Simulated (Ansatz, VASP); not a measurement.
**B: VASP beside Ansatz**

INCAR

```
  PREC = Accurate
  ENCUT = 520
  EDIFF = 1E-6
  ISMEAR = 0
  SIGMA = 0.1
  LREAL = F
  LASPH = T
  NELM = 100
  ALGO = Normal
  ISIF = 2
  LWAVE = F
  LCHARG = T
  GGA = PS
  LELF = T
  LVHAR = T
  NBANDS = 12
```

Contents of KPOINTS:

```
regular mesh
0
Gamma
  9 9 6
```

POSCAR

```
B
1.0
    2.7912484570      0.0000000000      0.0000000000
   -1.3956242285      2.4172920720      0.0000000000
    0.0000000000      0.0000000000      3.1667648111
B
3
Direct
    0.2254000000      0.0000000000      0.3333333333
    0.0000000000      0.2254000000      0.6666666667
    0.7746000000      0.7746000000      0.0000000000
```

Input for Ansatz:

```yaml
crystal:
  lattice:
    - [2.791248457, 0.0, 0.0]
    - [-1.3956242285, 2.417292072, 0.0]
    - [0.0, 0.0, 3.1667648111]
  atoms:
    - { symbol: B, position: [0.2254, 0.0, 0.3333333333] }
    - { symbol: B, position: [0.0, 0.2254, 0.6666666667] }
    - { symbol: B, position: [0.7746, 0.7746, 0.0] }
basis:
  ecutwfc: 420
kpoints:
  mp_grid: { grid: [9, 9, 6] }
hamiltonian:
  xc: pbesol
scf:
  occupations: { method: gaussian, width: 0.1 }
  lower_state_search: "off"
output:
  forces: true
  stress: true
  eigenvalues: true
```

Alike in both runs: task single point; functional PBEsol; k mesh 9 × 9 × 6; occupations gaussian, width 0.1 eV; no spin polarisation.

|  | VASP | Ansatz |
| --- | --- | --- |
| version | VASP 6.6.1 | Ansatz 0.2.0 |
| potentials or method | VASP PAW PBE potentials, release 64 (B), cutoff 520 eV | scalar-relativistic, plane waves, PAW |
| valence electrons in the cell | 9 | 9 |

Ansatz gave:

```
gap on the k mesh at the Fermi level (eV) : none
rms of the force components (eV/Å)        : 2.779
```

Question: Which values does VASP return?

Answer: gap on the k mesh at the Fermi level (eV): none; rms of the force components (eV/Å): 2.809.

VASP's potentials were made for PBE, not for PBEsol. Atom by atom the forces differ by 0.031 eV/Å (rms over components). A gap of «none» marks a metal or a gap that the smearing closes.
